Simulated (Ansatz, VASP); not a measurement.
**PbSe in VASP and in Ansatz**

INCAR

```
SYSTEM = PbSe
PREC     = Accurate       ! precision mode
ENCUT    = 520            ! plane-wave cutoff, eV
EDIFF    = 1E-6           ! SCF threshold, eV
ISMEAR   = 0              ! smearing method
SIGMA    = 0.02           ! smearing width, eV
LREAL    = .False.        ! projectors in reciprocal space
LASPH    = .True.         ! aspherical terms in the spheres
NELM     = 80             ! most SCF steps
ALGO     = Normal         ! electronic algorithm
ISIF     = 2              ! what is computed and relaxed
LWAVE    = .False.        ! write WAVECAR
LCHARG   = .False.        ! write CHGCAR
GGA      = PS             ! functional
NBANDS   = 28             ! bands
```

File KPOINTS:

```
regular mesh
0
Gamma
  6 6 6
  0 0 0
```

POSCAR

```
PbSe
1.0
    0.0000000000     11.3686897002      2.9634329929
    3.1345212928      0.0038130392      2.9487920182
    3.1345212928     11.3648766610      0.0146409748
Pb Se
2 2
Direct
    0.1961453639      0.8091753915      0.1908246085
    0.8023879737      0.1899291005      0.8100708995
    0.6699589082      0.2927915212      0.7072084788
    0.2975087542      0.6741049868      0.3258950132
```

Input for Ansatz:

```yaml
crystal:
  lattice:
    - [0.0, 11.3686897002, 2.9634329929]
    - [3.1345212928, 0.0038130392, 2.9487920182]
    - [3.1345212928, 11.364876661, 0.0146409748]
  atoms:
    - { symbol: Pb, position: [0.1961453639, 0.8091753915, 0.1908246085] }
    - { symbol: Pb, position: [0.8023879737, 0.1899291005, 0.8100708995] }
    - { symbol: Se, position: [0.6699589082, 0.2927915212, 0.7072084788] }
    - { symbol: Se, position: [0.2975087542, 0.6741049868, 0.3258950132] }
basis:
  ecutwfc: 420
kpoints:
  mp_grid: { grid: [6, 6, 6] }
hamiltonian:
  xc: pbesol
scf:
  occupations: { method: gaussian, width: 0.02 }
output:
  forces: true
  stress: true
  eigenvalues: true
```

Alike in both runs: task single point; functional PBEsol; k mesh 6 × 6 × 6; occupations gaussian, width 0.02 eV; no spin polarisation.

|  | VASP | Ansatz |
| --- | --- | --- |
| version | VASP 6.6.1 | Ansatz 0.2.0 |
| potentials or method | VASP PAW PBE potentials, release 64 (Pb_d, Se), cutoff 520 eV | scalar-relativistic, plane waves, PAW |
| valence electrons in the cell | 40 | 60 |

```csv
,VASP,Ansatz,Ansatz less VASP
gap on the k mesh at the Fermi level (eV),1.45,1.46,+0.003
least direct gap on the mesh (eV),1.56,1.56,-0.001
pressure (GPa),1.8,1.8,-0.01
"traceless stress, the component that is largest in VASP (GPa)",-2.81,-2.79,+0.022
rms of the force components (eV/Å),0.414,0.406,-0.0086
```

VASP's potentials were made for PBE, not for PBEsol. Atom by atom the forces differ by 0.009 eV/Å (rms over components). The functional is the same, so the differences come from potentials, cutoffs and numerics. VASP's potentials hold 40 valence electrons a cell and Ansatz's 60, so a difference there can come from the potentials and not from the codes.

Spin-orbit coupling is off throughout.
